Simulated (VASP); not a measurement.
A run of VASP 6.6.1:

The input INCAR:

```
SYSTEM = SiO2
PREC = Accurate
ENCUT = 520
EDIFF = 1E-6
ISMEAR = -1
SIGMA = 0.05
LREAL = .FALSE.
LASPH = .TRUE.
NELM = 100
ALGO = Normal
ISIF = 2
LWAVE = .FALSE.
LCHARG = .FALSE.
GGA = PE
IVDW = 12
NBANDS = 44
```

Contents of KPOINTS:

```
regular mesh
0
G
  7 7 7
  0 0 0
```

Contents of POSCAR:

```
SiO2
1.0
   -2.8120619318      2.8120619318      5.6407792896
    2.8120619318     -2.8120619318      5.6407792896
    2.8120619318      2.8120619318     -5.6407792896
Si O
4 8
Direct
    0.8750000000      0.2665609069      0.8915609069
    0.0165609069      0.6250000000      0.8915609069
    0.7334390931      0.1250000000      0.1084390931
    0.3750000000      0.9834390931      0.1084390931
    0.6348913319      0.1348913319      0.5000000000
    0.4637856748      0.9637856748      0.9275713496
    0.0362143252      0.5362143252      0.0724286504
    0.1151086681      0.1151086681      0.0000000000
    0.8848913319      0.8848913319      0.0000000000
    0.8651086681      0.3651086681      0.5000000000
    0.2862143252      0.7137856748      0.0000000000
    0.7137856748      0.2862143252      0.0000000000
```

Potentials or basis: VASP PAW PBE potentials, release 64 (Si, O).

Run with:

```sh
$ cat potpaw_PBE.64/Si/POTCAR potpaw_PBE.64/O/POTCAR > POTCAR
$ mpirun -np 1 vasp_std > vasp.out
```

Hardware: 1 thread of Oxide Virtual Turin-like Processor, with other jobs on the host.

How long does it take, and how much memory?

Wall time 8.1 min on 1 thread of Oxide Virtual Turin-like Processor (shared host), peak memory 0.47 GiB. Counts: scf iterations 14, k points 40.
